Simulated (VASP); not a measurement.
Os:

```xyz
2
Lattice="2.7341 0.0000 0.0000 -1.3671 2.3678 0.0000 0.0000 0.0000 4.3197" Properties=species:S:1:pos:R:3 pbc="T T T"
Os    1.3671    0.7893    3.2398
Os    0.0000    1.5785    1.0799
```

Base run:

- Program: VASP 6.6.1
- Functional: PBE
- Potentials or basis: VASP PAW PBE potentials, release 64 (Os)
- Cutoff: 600 eV
- k mesh: 8 × 8 × 5
- Occupations: methfessel-paxton, width 0.1 eV
- Spin: no spin polarisation

Its results: band gap on the k mesh zero (band 8 reaches 11.52 eV, above the bottom of band 9 at 7.78 eV); pressure 8.3 GPa.

The run is repeated on the same cell with these changes: k mesh from 8 × 8 × 5 to 18 × 18 × 10. What comes out?

Band gap on the k mesh zero (band 8 reaches 11.51 eV, above the bottom of band 9 at 7.58 eV); pressure 8.9 GPa.

Caveats: spin-orbit coupling is left out, which moves the levels of the heavy elements.
